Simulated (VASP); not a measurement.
# Be (Im-3m) in VASP: further runs, part 2 of 2

VASP 6.6.1.

## 3. Single point, PBE

This run uses another cell than the first one, of 7.82 Å³/atom, 1.064 times its volume.

File INCAR:

```
PREC = Accurate
ENCUT = 520
EDIFF = 1E-6
ISMEAR = 0
SIGMA = 0.1
LREAL = False
LASPH = True
NELM = 80
ALGO = Normal
ISIF = 2
LWAVE = False
LCHARG = True
GGA = PE
LELF = True
LVHAR = True
NBANDS = 7
```

File KPOINTS:

```
regular mesh
0
Gamma
  24 24 24
```

File POSCAR:

```
Be
1.0
   -1.2502160087      1.2502160087      1.2502160087
    1.2502160087     -1.2502160087      1.2502160087
    1.2502160087      1.2502160087     -1.2502160087
Be
1
Direct
    0.0000000000      0.0000000000      0.0000000000
```

Potentials or basis: VASP PAW PBE potentials, release 64 (Be).

Command:

```sh
$ cat potpaw_PBE.64/Be/POTCAR > POTCAR
$ mpirun -np 1 vasp_std > vasp.out
```

OUTCAR:

```text
PREC = Accurate
   ENCUT = 520
   EDIFF = 1E-6
   ISMEAR = 0
   LREAL = False
   LASPH = True
   NELM = 80
   ISIF = 2
   GGA = PE

 ion  position               nearest neighbor table
   1  0.000  0.000  0.000-

  LATTYP: Found a body centered cubic cell.
 ALAT       =     2.5004320174

  Lattice vectors:

 A1 = (  -1.2502160087,   1.2502160087,   1.2502160087)
 A2 = (   1.2502160087,  -1.2502160087,   1.2502160087)
 A3 = (   1.2502160087,   1.2502160087,  -1.2502160087)

Analysis of symmetry for initial positions (statically):
=====================================================================
 Subroutine PRICEL returns:
 Original cell was already a primitive cell.

 Routine SETGRP: Setting up the symmetry group for a
 body centered cubic supercell.

 Subroutine GETGRP returns: Found 48 space group operations
 (whereof 48 operations were pure point group operations)
 out of a pool of 48 trial point group operations.

The static configuration has the point symmetry O_h .

Analysis of symmetry for dynamics (positions and initial velocities):
=====================================================================
 Subroutine PRICEL returns:
 Original cell was already a primitive cell.

 Routine SETGRP: Setting up the symmetry group for a
 body centered cubic supercell.

 Subroutine GETGRP returns: Found 48 space group operations
 (whereof 48 operations were pure point group operations)
 out of a pool of 48 trial point group operations.

The dynamic configuration has the point symmetry O_h .

 Subroutine INISYM returns: Found 48 space group operations
 (whereof 48 operations are pure point group operations),
 and found     1 'primitive' translations

----------------------------------------------------------------------------------------

                                     Primitive cell

  volume of cell :       7.8166

  direct lattice vectors                    reciprocal lattice vectors
    -1.250216009  1.250216009  1.250216009     0.000000000  0.399930889  0.399930889
     1.250216009 -1.250216009  1.250216009     0.399930889  0.000000000  0.399930889
     1.250216009  1.250216009 -1.250216009     0.399930889  0.399930889  0.000000000

  length of vectors
     2.165437648  2.165437648  2.165437648     0.565587687  0.565587687  0.565587687

  position of ions in fractional coordinates (direct lattice)
     0.000000000  0.000000000  0.000000000

  ion indices of the primitive-cell ions
   primitive index   ion index
                 1           1

----------------------------------------------------------------------------------------

 KPOINTS: regular mesh

Automatic generation of k-mesh.
 Grid dimensions read from file:
 generate k-points for:   24   24   24

 Generating k-lattice:

  Cartesian coordinates                     Fractional coordinates (reciprocal lattice)
     0.000000000  0.016663787  0.016663787     0.041666667  0.000000000  0.000000000
     0.016663787  0.000000000  0.016663787     0.000000000  0.041666667  0.000000000
     0.016663787  0.016663787  0.000000000     0.000000000  0.000000000  0.041666667

  Length of vectors
     0.023566154  0.023566154  0.023566154

  Shift w.r.t. Gamma in fractional coordinates (k-lattice)
     0.000000000  0.000000000  0.000000000

 Subroutine IBZKPT returns following result:
 ===========================================

 Found    413 irreducible k-points:

 Following reciprocal coordinates:
            Coordinates               Weight
  0.000000  0.000000  0.000000      1.000000
  0.041667  0.000000  0.000000     12.000000
  0.083333  0.000000  0.000000     12.000000
  0.125000  0.000000  0.000000     12.000000
  0.166667  0.000000  0.000000     12.000000
  0.208333  0.000000  0.000000     12.000000
[... 16 lines left out ...]
  0.416667  0.041667  0.000000     48.000000
  0.458333  0.041667  0.000000     48.000000
 [... further k-points ...]
   k-points           NKPTS =    413   k-points in BZ     NKDIM =    413   number of bands    NBANDS=      7
   number of dos      NEDOS =    301   number of ions     NIONS =      1
   total plane-waves  NPLWV =   4096
   dimension x,y,z NGX =    16 NGY =   16 NGZ =   16
   dimension x,y,z NGXF=    32 NGYF=   32 NGZF=   32
   ions per type =               1
   NGX,Y,Z   is equivalent  to a cutoff of  12.28, 12.28, 12.28 a.u.
   NGXF,Y,Z  is equivalent  to a cutoff of  24.57, 24.57, 24.57 a.u.
 SYSTEM =  unknown system
   PREC   = accura    normal or accurate (medium, high low for compatibility)
   ISTART =      0    job   : 0-new  1-cont  2-samecut
   ICHARG =      2    charge: 1-file 2-atom 10-const
   ISPIN  =      1    spin polarized calculation?
   LNONCOLLINEAR =      F non collinear calculations
   LSORBIT =      F    spin-orbit coupling
   LASPH  =      T    aspherical Exc in radial PAW
   ENCUT  =  520.0 eV  38.22 Ry    6.18 a.u.   4.03  4.03  4.03*2*pi/ulx,y,z
   NELM   =     80;   NELMIN=  2; NELMDL= -5     # of ELM steps
   EDIFF  = 0.1E-05   stopping-criterion for ELM
   LREAL  =      F    real-space projection
   EDIFFG = 0.1E-04   stopping-criterion for IOM
   NSW    =      0    number of steps for IOM
   IBRION =     -1    ionic relax: 0-MD 1-quasi-New 2-CG
   NFREE  =      0    steps in history (QN), initial steepest desc. (CG)
   ISIF   =      2    stress and relaxation
   ISYM   =      2    0-nonsym 1-usesym 2-fastsym
   POTIM  = 0.5000    time-step for ionic-motion
   TEBEG  =    0.0;   TEEND  =   0.0 temperature during run
   PSTRESS=    0.0 pullay stress
   NELECT =       2.0000    total number of electrons
   NUPDOWN=      -1.0000    fix difference up-down
   EMIN   =  10.00;   EMAX   =-10.00  energy-range for DOS
   EFERMI =   0.00;   METHOD = LEGACY
   ISMEAR =     0;   SIGMA  =   0.10  broadening in eV -4-tet -1-fermi 0-gaus
   EFERMI_NEDOS =   21; number of points for ismear=-14 and -15
   IALGO  =     38    algorithm
   IMIX   =      4    mixing-type and parameters
     AMIX     =   0.40;   BMIX     =  1.00
     AMIX_MAG =   1.60;   BMIX_MAG =  1.00
  volume/ion in A,a.u.               =       7.82        52.75
  Fermi-wavevector in a.u.,A,eV,Ry     =   1.039313  1.964017 14.696631  1.080172
  Thomas-Fermi vector in A             =   2.173838
   LORBIT       =      0    0 simple, 1 ext, 2 COOP (PROOUT), +10 PAW based schemes
   GGA     = PE    functional components
   LHFCALC =     F    Hartree Fock is set to
   AEXX    =    0.0000 exact exchange contribution
   IVDW    =     0    specifies the selected vdW correction
   LEPSILON=     F    determine dielectric tensor
   LRPA    =     F    only Hartree local field effects (RPA)
 non-spin polarized calculation
 Gauss-broadening in eV      SIGMA  =   0.10
  energy-cutoff  :      520.00
  volume of cell :        7.82
 maximum number of plane-waves:       236
   NGX =  7   NGY =  7   NGZ =  7

 number of electron       2.0000000 magnetization

 Free energy of the ion-electron system (eV)
  ---------------------------------------------------
  ext. energy  EPLUGINS =         0.00000000
  ---------------------------------------------------
  free energy    TOTEN  =        -3.66644850 eV

  energy without entropy =       -3.66548623  energy(sigma->0) =       -3.66596736

 E-fermi :   8.0937     XC(G=0): -10.6498

 val. band max:        8.0729288715   @ k =   0.2917   0.2917   0.0417
 cond. band min:       8.1169342036   @ k =   0.3333   0.2500   0.0417
 fundamental gap:      0.0440053321
 Fermi energy:         8.0936522730

 k-point     1 :       0.0000    0.0000    0.0000
  band No.  band energies     occupation
      1      -4.2960      2.00000
      2      27.4338      0.00000
      3      27.4338      0.00000
      4      27.4338      0.00000
      5      38.8183      0.00000
      6      38.8183      0.00000
      7      38.8183      0.00000

 k-point     2 :       0.0417    0.0000    0.0000
  band No.  band energies     occupation
      1      -4.2349      2.00000
      2      27.1329      0.00000
      3      27.1795      0.00000
      4      27.3615      0.00000
      5      37.9578      0.00000
      6      37.9886      0.00000
      7      39.2334      0.00000
[... 201 lines left out ...]
 k-point    23 :       0.4167    0.0417    0.0000
  band No.  band energies     occupation
      1       2.0363      2.00000
      2       9.4749      0.00000
      3      20.2656      0.00000
      4      23.1074      0.00000
      5      29.3610      0.00000
      6      34.2797      0.00000
      7      43.5658      0.00000

 k-point    24 :       0.4583    0.0417    0.0000
  band No.  band energies     occupation
      1       2.7014      2.00000
      2       8.5222      0.00000
      3      20.1208      0.00000
      4      22.9861      0.00000
      5      29.2070      0.00000
      6      34.4032      0.00000
      7      44.2807      0.00000

 [... further k-points ...]
[... 5 lines left out ...]
  --------------------------------------------------------------------------------------
  -------------------------------------------------------------------------------------
  Total        0.0080033      0.0080033      0.0080033     -0.0000000     -0.0000000     -0.0000000
  in kB        1.6404630      1.6404630      1.6404630     -0.0000000     -0.0000000     -0.0000000
  external PRESSURE =       1.6404630 kB  Pullay stress =       0.0000000 kB

 VOLUME and BASIS-vectors are now :
 -----------------------------------------------------------------------------
  energy-cutoff  :      520.00
  volume of cell :        7.82
      direct lattice vectors                 reciprocal lattice vectors
    -1.250216009  1.250216009  1.250216009     0.000000000  0.399930889  0.399930889
     1.250216009 -1.250216009  1.250216009     0.399930889  0.000000000  0.399930889
     1.250216009  1.250216009 -1.250216009     0.399930889  0.399930889  0.000000000

 POSITION                                       TOTAL-FORCE (eV/Angst)
 -----------------------------------------------------------------------------------
      0.00000      0.00000      0.00000         0.000000      0.000000      0.000000
 -----------------------------------------------------------------------------------
    total drift:                                0.000000     -0.000000      0.000000

  FREE ENERGIE OF THE ION-ELECTRON SYSTEM (eV)
  ---------------------------------------------------
  free  energy   TOTEN  =        -3.6664484992 eV

  energy  without entropy=       -3.6654862251  energy(sigma->0) =       -3.66596736
```

OSZICAR:

```text
N       E                     dE             d eps       ncg     rms          rms(c)
DAV:   1    -0.235280616612E+01   -0.23528E+01   -0.11571E+03  6223   0.235E+02
DAV:   2    -0.369496389132E+01   -0.13422E+01   -0.12786E+01  8183   0.263E+01
DAV:   3    -0.369683383507E+01   -0.18699E-02   -0.18699E-02  6342   0.894E-01
DAV:   4    -0.369683413993E+01   -0.30486E-06   -0.30412E-06  8883   0.123E-02
DAV:   5    -0.369683414007E+01   -0.14509E-09   -0.39878E-10  6510   0.538E-05    0.787E-01
DAV:   6    -0.367501692189E+01    0.21817E-01   -0.24604E-03  6398   0.483E-01    0.485E-01
DAV:   7    -0.366647119139E+01    0.85457E-02   -0.24217E-03  6160   0.503E-01    0.182E-02
DAV:   8    -0.366644828291E+01    0.22908E-04   -0.82131E-06  6559   0.248E-02    0.679E-03
DAV:   9    -0.366644849921E+01   -0.21630E-06   -0.98808E-07  7000   0.703E-03
   1 F= -.36664485E+01 E0= -.36659674E+01  d E =-.962274E-03
```

It took 4.4 s on 1 thread of Intel Xeon 6975P-C (Granite Rapids), shared host; peak memory 0.12 GiB.

What came out:

```yaml
Free_energy: -3.6664 eV
Pressure: 0.2 GPa
Band_gap_on_the_k_mesh: zero (band 1 reaches 11.97 eV, above the bottom of band 2 at 6.62 eV)
```

Levels at points of the mesh, in eV from the Fermi level:
| k point | band 1 | band 2 | band 3 | band 4 |
| --- | --- | --- | --- | --- |
| (0.00, 0.00, 0.00) | -12.39 | 19.34 | 19.34 | 19.34 |
| (0.50, 0.00, 0.00) | -5.35 | 0.28 | 12.20 | 15.41 |
| (0.50, 0.50, 0.50) | 3.88 | 3.88 | 3.88 | 9.73 |

## 4. Single point, PBE

This run uses another cell than the first one, of 7.87 Å³/atom, 1.071 times its volume.

File INCAR:

```
SYSTEM = Be
ALGO = Normal
EDIFF = 1E-7
ENCUT = 520
GGA = PE
ISIF = 2
ISMEAR = 0
LASPH = .True.
LCHARG = .False.
LREAL = .False.
LWAVE = .False.
NBANDS = 7
NELM = 80
PREC = Accurate
SIGMA = 0.1
```

File KPOINTS:

```
k-points
0
Gamma
  24 24 24
  0 0 0
```

File POSCAR:

```
Be
1.0
   -1.2531209513      1.2531209513      1.2531209513
    1.2531209513     -1.2531209513      1.2531209513
    1.2531209513      1.2531209513     -1.2531209513
Be
1
Direct
    0.0000000000      0.0000000000      0.0000000000
```

Command:

```sh
$ cat potpaw_PBE.64/Be/POTCAR > POTCAR
$ mpirun -np 1 vasp_std > vasp.out
```

Wall time 5.9 s (1 thread of Intel Xeon 6975P-C (Granite Rapids), shared host); peak memory 0.12 GiB.

Results (log left out):

```yaml
Free_energy: -3.6664 eV
Pressure: -0.7 GPa
Band_gap_on_the_k_mesh: zero (band 1 reaches 11.89 eV, above the bottom of band 2 at 6.57 eV)
```

Levels at points of the mesh, in eV from the Fermi level:
| k point | band 1 | band 2 | band 3 | band 4 |
| --- | --- | --- | --- | --- |
| (0.00, 0.00, 0.00) | -12.35 | 19.23 | 19.23 | 19.23 |
| (0.50, 0.00, 0.00) | -5.33 | 0.26 | 12.13 | 15.33 |
| (0.50, 0.50, 0.50) | 3.85 | 3.85 | 3.85 | 9.69 |

## 5. Single point, PBE (volume scaled by 1.03)

File INCAR:

```
PREC = Accurate
ENCUT = 520
EDIFF = 1E-7
ISMEAR = 0
SIGMA = 0.1
LREAL = False
LASPH = True
NELM = 100
ALGO = Normal
ISIF = 2
LWAVE = False
LCHARG = False
GGA = PE
NBANDS = 7
```

File KPOINTS:

```
Automatic mesh
0
Gamma
  24 24 24
```

File POSCAR:

```
Be
1.0
   -1.2625951901      1.2625951901      1.2625951901
    1.2625951901     -1.2625951901      1.2625951901
    1.2625951901      1.2625951901     -1.2625951901
Be
1
Direct
    0.0000000000      0.0000000000      0.0000000000
```

Command:

```sh
$ cat potpaw_PBE.64/Be/POTCAR > POTCAR
$ mpirun -np 1 vasp_std > vasp.out
```

Wall time 5.7 s (1 thread of Intel Xeon 6975P-C (Granite Rapids), shared host); peak memory 0.12 GiB.

Results (log left out):

| Item | Value |
| --- | --- |
| Free energy | -3.6641 eV |
| Pressure | -3.3 GPa |
| Band gap on the k mesh | zero (band 1 reaches 11.62 eV, above the bottom of band 2 at 6.40 eV) |

Levels at points of the mesh, in eV from the Fermi level:
```csv
k point,band 1,band 2,band 3,band 4
"(0.00, 0.00, 0.00)",-12.21,18.87,18.87,18.87
"(0.50, 0.00, 0.00)",-5.24,0.20,11.91,15.07
"(0.50, 0.50, 0.50)",3.78,3.78,3.78,9.58
```

Caveat: the cell differs from its parent crystal (volume scaled by 1.03).

## 6. Single point, PBE (volume scaled by 1.06)

File INCAR:

```
ALGO = Normal
EDIFF = 1E-6
ENCUT = 520
GGA = PE
ISIF = 2
ISMEAR = 0
LASPH = True
LCHARG = False
LREAL = False
LWAVE = False
NBANDS = 7
NELM = 100
PREC = Accurate
SIGMA = 0.1
```

File KPOINTS:

```
k-points
0
Gamma
  24 24 24
```

File POSCAR:

```
Be
1.0
   -1.2747362733      1.2747362733      1.2747362733
    1.2747362733     -1.2747362733      1.2747362733
    1.2747362733      1.2747362733     -1.2747362733
Be
1
Direct
    0.0000000000      0.0000000000      0.0000000000
```

Potentials or basis: VASP PAW PBE potentials, release 64 (Be).

Command:

```sh
$ cat potpaw_PBE.64/Be/POTCAR > POTCAR
$ mpirun -np 1 vasp_std > vasp.out
```

Run time: 5.1 s. Hardware: 1 thread of Intel Xeon 6975P-C (Granite Rapids), shared host; peak memory 0.12 GiB.

Results (log left out):

| Property | Result |
| --- | --- |
| Free energy | -3.6569 eV |
| Pressure | -6.4 GPa |
| Band gap on the k mesh | zero (band 1 reaches 11.29 eV, above the bottom of band 2 at 6.19 eV) |

Levels at points of the mesh, in eV from the Fermi level:
```
           k point  band 1  band 2  band 3  band 4  band 5  band 6
(0.00, 0.00, 0.00)  -12.04   18.42   18.42   18.42   29.59   29.59
(0.50, 0.00, 0.00)   -5.13    0.12   11.63   14.74   19.64   25.05
(0.50, 0.50, 0.50)    3.69    3.69    3.69    9.45    9.45   17.11
```

Caveat: the cell differs from its parent crystal (volume scaled by 1.06).

## 7. Summary

```tsv
cell	gap on the mesh (eV)	pressure (GPa)
a = 2.121 Å, angles 109.5°, 1 atom	none	8.7
a = 2.165 Å, angles 109.5°, 1 atom	none	0.2
a = 2.170 Å, angles 109.5°, 1 atom	none	-0.7
a = 2.187 Å, angles 109.5°, 1 atom	none	-3.3
a = 2.208 Å, angles 109.5°, 1 atom	none	-6.4
```

Alike in all rows: task single point; level PBE; potentials or basis VASP PAW PBE potentials, release 64 (Be); no spin polarisation; k mesh 24 × 24 × 24; cutoff (eV) 520; smearing gaussian 0.1 eV.

Absolute energies hang on the potentials; compare differences alone.
